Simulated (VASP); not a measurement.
# AlN (Cc) in VASP: a series of runs

AlN is run at these levels: r2SCAN; tasks: single point.

Program: VASP 6.6.1. These are calculated values, not measurements. Logs are shortened: lines on timing, memory, paths and dates and some standing lists are left out, and cuts for length are marked.

**1. The cell of the first run**

The structure is monoclinic, space group Cc (No. 9). The conventional cell has a = 3.107 Å, b = 5.381 Å, c = 4.999 Å, α = 90.00°, β = 95.14°, γ = 90.00°. Within 2.5 Å of Al (site symmetry 1) lie 4 N at 1.87 to 1.91 Å. N (site symmetry 1) has 4 Al at 1.87 to 1.91 Å within 2.5 Å.

**2. Single point, r2SCAN (shear of c along a, cell held: +9.0 %, then relaxed in part)**

POSCAR reads:

```
AlN
1.0
    3.1066984497      0.0000000000      0.0000000000
   -1.5533492249      2.6904797793      0.0000000000
    0.4480707114      0.0000000000      4.9785634599
Al N
2 2
Direct
    0.6619058938      0.3334739903      0.4999775764
    0.3284319034      0.6665260097      0.9999775764
    0.6703874647      0.3311127266      0.8800224236
    0.3392747381      0.6688872734      0.3800224236
```

INCAR.step1 reads:

```
PREC     = Accurate       # precision mode
ENCUT    = 520            # plane-wave cutoff, eV
ISMEAR   = 0              # smearing method
SIGMA    = 0.02           # smearing width, eV
LREAL    = F              # projectors in reciprocal space
LASPH    = T              # aspherical terms in the spheres
NELM     = 80             # most SCF steps
NBANDS   = 16             # bands
GGA      = PE             # functional
ALGO     = Normal         # electronic algorithm
EDIFF    = 1E-4           # SCF threshold, eV
LWAVE    = T              # write WAVECAR
LCHARG   = F              # write CHGCAR
```

INCAR.step2 reads:

```
PREC     = Accurate       # precision mode
ENCUT    = 520            # plane-wave cutoff, eV
EDIFF    = 1E-7           # SCF threshold, eV
ISMEAR   = 0              # smearing method
SIGMA    = 0.02           # smearing width, eV
LREAL    = F              # projectors in reciprocal space
LASPH    = T              # aspherical terms in the spheres
NELM     = 80             # most SCF steps
ALGO     = Normal         # electronic algorithm
ISIF     = 2              # what is computed and relaxed
LWAVE    = F              # write WAVECAR
LCHARG   = F              # write CHGCAR
METAGGA  = R2SCAN         # meta-GGA
LMIXTAU  = T            
NBANDS   = 16             # bands
ISTART   = 1
```

KPOINTS reads:

```
Automatic mesh
0
Gamma
  9 9 6
```

Potentials or basis: VASP PAW PBE potentials, release 64 (Al, N).

Run with:

```
cat potpaw_PBE.64/Al/POTCAR potpaw_PBE.64/N/POTCAR > POTCAR
cp INCAR.step1 INCAR
mpirun -np 1 vasp_std > vasp.out
cp INCAR.step2 INCAR
mpirun -np 1 vasp_std > vasp.out
```

OUTCAR:

```text
PREC = Accurate
   ENCUT = 520
   EDIFF = 1E-7
   ISMEAR = 0
   LREAL = F
   LASPH = T
   NELM = 80
   ISIF = 2
   METAGGA = R2SCAN
   ISTART = 1

 ion  position               nearest neighbor table
   1  0.662  0.333  0.500-   4 1.87   4 1.89   3 1.90   4 1.91   2 2.96   2 2.96   2 3.08   2 3.08
                             2 3.19   2 3.19
   2  0.328  0.667  1.000-   3 1.87   3 1.89   4 1.90   3 1.91   1 2.96   1 2.96   1 3.08   1 3.08
                             1 3.19   1 3.19
   3  0.670  0.331  0.880-   2 1.87   2 1.89   1 1.90   2 1.91
   4  0.339  0.669  0.380-   1 1.87   1 1.89   2 1.90   1 1.91

  LATTYP: Found a base centered monoclinic cell.
 ALAT       =     3.1066984497
 B/A-ratio  =     1.7320508075
 C/A-ratio  =     1.6090026299
 COS(beta)  =    -0.0896376995

  Lattice vectors:

 A1 = (  -1.5533492249,   2.6904797793,   0.0000000000)
 A2 = (  -1.5533492248,  -2.6904797793,   0.0000000000)
 A3 = (   0.4480707114,   0.0000000000,   4.9785634599)

Analysis of symmetry for initial positions (statically):
=====================================================================
 Subroutine PRICEL returns:
 Original cell was already a primitive cell.

 Routine SETGRP: Setting up the symmetry group for a
 base centered monoclinic supercell.

 Subroutine GETGRP returns: Found  2 space group operations
 (whereof  1 operations were pure point group operations)
 out of a pool of  4 trial point group operations.

The static configuration has the point symmetry C_1 .
 The point group associated with its full space group is C_1h.

Analysis of symmetry for dynamics (positions and initial velocities):
=====================================================================
 Subroutine PRICEL returns:
 Original cell was already a primitive cell.

 Routine SETGRP: Setting up the symmetry group for a
 base centered monoclinic supercell.

 Subroutine GETGRP returns: Found  2 space group operations
 (whereof  1 operations were pure point group operations)
 out of a pool of  4 trial point group operations.

The dynamic configuration has the point symmetry C_1 .
 The point group associated with its full space group is C_1h.

 Subroutine INISYM returns: Found  2 space group operations
 (whereof  1 operations are pure point group operations),
 and found     1 'primitive' translations

----------------------------------------------------------------------------------------

                                     Primitive cell

  volume of cell :      41.6134

  direct lattice vectors                    reciprocal lattice vectors
     3.106698450  0.000000000  0.000000000     0.321885119  0.185840460 -0.028969661
    -1.553349225  2.690479779  0.000000000     0.000000000  0.371680920  0.000000000
     0.448070711  0.000000000  4.978563460     0.000000000  0.000000000  0.200861154

  length of vectors
     3.106698450  3.106698450  4.998685976     0.372808191  0.371680920  0.200861154

  position of ions in fractional coordinates (direct lattice)
     0.661905894  0.333473990  0.499977576
     0.328431903  0.666526010  0.999977576
     0.670387465  0.331112727  0.880022424
     0.339274738  0.668887273  0.380022424

  ion indices of the primitive-cell ions
   primitive index   ion index
                 1           1
                 2           2
                 3           3
                 4           4

----------------------------------------------------------------------------------------

 KPOINTS: Automatic mesh

Automatic generation of k-mesh.
 Grid dimensions read from file:
 generate k-points for:    9    9    6

 Generating k-lattice:

  Cartesian coordinates                     Fractional coordinates (reciprocal lattice)
     0.035765013  0.020648940 -0.003218851     0.111111111  0.000000000 -0.000000000
     0.000000000  0.041297880  0.000000000     0.000000000  0.111111111  0.000000000
     0.000000000  0.000000000  0.033476859     0.000000000  0.000000000  0.166666667

  Length of vectors
     0.041423132  0.041297880  0.033476859

  Shift w.r.t. Gamma in fractional coordinates (k-lattice)
     0.000000000  0.000000000  0.000000000

 Subroutine IBZKPT returns following result:
 ===========================================

 Found    140 irreducible k-points:

 Following reciprocal coordinates:
            Coordinates               Weight
  0.000000  0.000000  0.000000      1.000000
  0.111111 -0.000000  0.000000      4.000000
  0.222222  0.000000  0.000000      4.000000
  0.333333 -0.000000  0.000000      4.000000
  0.444444  0.000000  0.000000      4.000000
  0.000000  0.111111  0.000000      2.000000
[... 16 lines left out ...]
  0.333333  0.333333  0.000000      2.000000
  0.000000  0.444444  0.000000      2.000000
 [... further k-points ...]
   k-points           NKPTS =    140   k-points in BZ     NKDIM =    140   number of bands    NBANDS=     16
   number of dos      NEDOS =    301   number of ions     NIONS =      4
   total plane-waves  NPLWV =  23040
   dimension x,y,z NGX =    24 NGY =   24 NGZ =   40
   dimension x,y,z NGXF=    48 NGYF=   48 NGZF=   80
   ions per type =               2   2
   NGX,Y,Z   is equivalent  to a cutoff of  12.84, 12.84, 13.30 a.u.
   NGXF,Y,Z  is equivalent  to a cutoff of  25.69, 25.69, 26.61 a.u.
 SYSTEM =  unknown system
   PREC   = accura    normal or accurate (medium, high low for compatibility)
   ISTART =      1    job   : 0-new  1-cont  2-samecut
   ICHARG =      0    charge: 1-file 2-atom 10-const
   ISPIN  =      1    spin polarized calculation?
   LNONCOLLINEAR =      F non collinear calculations
   LSORBIT =      F    spin-orbit coupling
   LASPH  =      T    aspherical Exc in radial PAW
   ENCUT  =  520.0 eV  38.22 Ry    6.18 a.u.   5.78  5.78  9.29*2*pi/ulx,y,z
   NELM   =     80;   NELMIN=  2; NELMDL=  0     # of ELM steps
   EDIFF  = 0.1E-06   stopping-criterion for ELM
   LREAL  =      F    real-space projection
   EDIFFG = 0.1E-05   stopping-criterion for IOM
   NSW    =      0    number of steps for IOM
   IBRION =     -1    ionic relax: 0-MD 1-quasi-New 2-CG
   NFREE  =      0    steps in history (QN), initial steepest desc. (CG)
   ISIF   =      2    stress and relaxation
   ISYM   =      2    0-nonsym 1-usesym 2-fastsym
   POTIM  = 0.5000    time-step for ionic-motion
   TEBEG  =    0.0;   TEEND  =   0.0 temperature during run
   PSTRESS=    0.0 pullay stress
   NELECT =      16.0000    total number of electrons
   NUPDOWN=      -1.0000    fix difference up-down
   EMIN   =  10.00;   EMAX   =-10.00  energy-range for DOS
   EFERMI =   0.00;   METHOD = LEGACY
   ISMEAR =     0;   SIGMA  =   0.02  broadening in eV -4-tet -1-fermi 0-gaus
   EFERMI_NEDOS =   21; number of points for ismear=-14 and -15
   IALGO  =     38    algorithm
   IMIX   =      4    mixing-type and parameters
     AMIX     =   0.40;   BMIX     =  1.00
     AMIX_MAG =   1.60;   BMIX_MAG =  1.00
  volume/ion in A,a.u.               =      10.40        70.21
  Fermi-wavevector in a.u.,A,eV,Ry     =   1.190430  2.249587 19.281137  1.417124
  Thomas-Fermi vector in A             =   2.326515
   LORBIT       =      0    0 simple, 1 ext, 2 COOP (PROOUT), +10 PAW based schemes
   METAGGA = R2SCAN    functional components
   LHFCALC =     F    Hartree Fock is set to
   AEXX    =    0.0000 exact exchange contribution
   IVDW    =     0    specifies the selected vdW correction
   LEPSILON=     F    determine dielectric tensor
   LRPA    =     F    only Hartree local field effects (RPA)
 non-spin polarized calculation
 Gauss-broadening in eV      SIGMA  =   0.02
  energy-cutoff  :      520.00
  volume of cell :       41.61
 maximum number of plane-waves:      1134
   NGX = 11   NGY = 11   NGZ = 19

 number of electron      15.9999998 magnetization

 Free energy of the ion-electron system (eV)
  ---------------------------------------------------
  ext. energy  EPLUGINS =         0.00000000
  ---------------------------------------------------
  free energy    TOTEN  =       -38.32808154 eV

  energy without entropy =      -38.32808154  energy(sigma->0) =      -38.32808154

 E-fermi :   6.2170     XC(G=0): -11.4222

 val. band max:        6.1248994342   @ k =   0.0000   0.0000   0.0000
 cond. band min:      10.7534349180   @ k =   0.0000   0.0000   0.0000
 fundamental gap:      4.6285354838
 Fermi energy:         6.2169833786

 k-point     1 :       0.0000    0.0000    0.0000
  band No.  band energies     occupation
      1     -10.0492      2.00000
      2      -7.9180      2.00000
      3      -0.1414      2.00000
      4       5.0516      2.00000
      5       5.0927      2.00000
      6       5.5401      2.00000
[... 8 lines left out ...]
     15      19.8494      0.00000
     16      20.0590      0.00000

 k-point     2 :       0.1111   -0.0000    0.0000
  band No.  band energies     occupation
      1      -9.8902      2.00000
      2      -7.8319      2.00000
      3       0.0523      2.00000
      4       4.3787      2.00000
      5       4.8567      2.00000
      6       4.9736      2.00000
[... 8 lines left out ...]
     15      19.8019      0.00000
     16      20.2533      0.00000

 k-point     3 :       0.2222    0.0000    0.0000
  band No.  band energies     occupation
      1      -9.4409      2.00000
      2      -7.6163      2.00000
      3       0.6087      2.00000
      4       2.8542      2.00000
      5       3.7174      2.00000
      6       4.4497      2.00000
[... 8 lines left out ...]
     15      19.4896      0.00000
     16      19.8933      0.00000

 k-point     4 :       0.3333   -0.0000    0.0000
  band No.  band energies     occupation
      1      -8.7996      2.00000
      2      -7.4077      2.00000
      3       1.3039      2.00000
      4       1.4989      2.00000
      5       2.5706      2.00000
      6       4.0613      2.00000
[... 8 lines left out ...]
     15      19.5127      0.00000
     16      21.3932      0.00000

 k-point     5 :       0.4444    0.0000    0.0000
  band No.  band energies     occupation
      1      -8.2026      2.00000
      2      -7.3817      2.00000
      3       0.5033      2.00000
      4       1.6099      2.00000
      5       2.5667      2.00000
      6       3.8376      2.00000
[... 8 lines left out ...]
     15      20.2166      0.00000
     16      22.1902      0.00000

 k-point     6 :       0.0000    0.1111    0.0000
  band No.  band energies     occupation
      1      -9.8911      2.00000
      2      -7.8306      2.00000
      3       0.0499      2.00000
      4       4.3491      2.00000
      5       4.8841      2.00000
      6       5.0605      2.00000
[... 8 lines left out ...]
     15      19.6946      0.00000
     16      20.3556      0.00000
[... 267 lines left out ...]
 k-point    21 :       0.1111    0.3333    0.0000
  band No.  band energies     occupation
      1      -8.3963      2.00000
      2      -7.3484      2.00000
      3       0.9794      2.00000
      4       2.0142      2.00000
      5       2.1053      2.00000
      6       3.6015      2.00000
[... 8 lines left out ...]
     15      19.3782      0.00000
     16      22.0403      0.00000

 k-point    22 :       0.2222    0.3333    0.0000
  band No.  band energies     occupation
      1      -7.9351      2.00000
      2      -7.3770      2.00000
      3       0.9429      2.00000
      4       1.9344      2.00000
      5       2.6364      2.00000
      6       2.8526      2.00000
[... 8 lines left out ...]
     15      19.7518      0.00000
     16      21.6611      0.00000

 k-point    23 :       0.3333    0.3333    0.0000
  band No.  band energies     occupation
      1      -7.5696      2.00000
      2      -7.5628      2.00000
      3       1.0540      2.00000
      4       2.0528      2.00000
      5       2.1155      2.00000
      6       3.0856      2.00000
[... 8 lines left out ...]
     15      20.1768      0.00000
     16      21.7747      0.00000

 k-point    24 :       0.0000    0.4444    0.0000
  band No.  band energies     occupation
      1      -8.2092      2.00000
      2      -7.3814      2.00000
      3       0.5454      2.00000
      4       1.7905      2.00000
      5       2.3563      2.00000
      6       3.8884      2.00000
[... 8 lines left out ...]
     15      19.7430      0.00000
     16      22.3397      0.00000

 [... further k-points ...]
[... 5 lines left out ...]
  --------------------------------------------------------------------------------------
  -------------------------------------------------------------------------------------
  Total       -0.6614971     -0.0471896      0.2292361      0.0000000      0.0000000     -2.8082020
  in kB      -25.4686346     -1.8168706      8.8259339      0.0000000      0.0000000   -108.1200028
  external PRESSURE =      -6.1531904 kB  Pullay stress =       0.0000000 kB

 VOLUME and BASIS-vectors are now :
 -----------------------------------------------------------------------------
  energy-cutoff  :      520.00
  volume of cell :       41.61
      direct lattice vectors                 reciprocal lattice vectors
     3.106698450  0.000000000  0.000000000     0.321885119  0.185840460 -0.028969661
    -1.553349225  2.690479779  0.000000000     0.000000000  0.371680920  0.000000000
     0.448070711  0.000000000  4.978563460     0.000000000  0.000000000  0.200861154

 POSITION                                       TOTAL-FORCE (eV/Angst)
 -----------------------------------------------------------------------------------
      1.76237      0.89721      2.48917        -0.006054     -0.002848      0.001427
      0.43305      1.79327      4.97845        -0.006054      0.002848      0.001427
      1.96267      0.89085      4.38125         0.006054     -0.001996     -0.001427
      0.18529      1.79963      1.89197         0.006054      0.001996     -0.001427
 -----------------------------------------------------------------------------------
    total drift:                               -0.000560      0.000004     -0.007141

  FREE ENERGIE OF THE ION-ELECTRON SYSTEM (eV)
  ---------------------------------------------------
  free  energy   TOTEN  =       -38.3280815353 eV

  energy  without entropy=      -38.3280815353  energy(sigma->0) =      -38.32808154
```

Run time: 3.3 min. Hardware: 1 thread of Intel Xeon 6975P-C, shared host; peak memory 0.22 GiB.

What came out:

```yaml
Free_energy: -38.3281 eV
Pressure: -0.6 GPa
Largest_force: 0.007 eV/Å
Band_gap_on_the_k_mesh: 4.63 eV, direct
```

Forces on the atoms (eV/Å):
```
Al  -0.006 -0.003  0.001
Al  -0.006  0.003  0.001
N    0.006 -0.002 -0.001
N    0.006  0.002 -0.001
```

Levels at points of the mesh, in eV from the valence-band top:
```tsv
k point	band 5	band 6	band 7	band 8	band 9	band 10	band 11	band 12
(0.00, 0.00, 0.00)	-1.03	-0.58	-0.41	0.00	4.63	7.34	11.15	11.78
(0.00, 0.00, 0.50)	-0.87	-0.87	-0.60	-0.60	6.95	6.95	11.10	11.10
```

Caveat: the cell differs from its parent crystal (shear of c along a, cell held: +9.0 %, then relaxed in part); the PAW data sets were made with another functional, which shifts forces and pressure a little. A k mesh can miss the band edges.

[end of part 1 of 2]
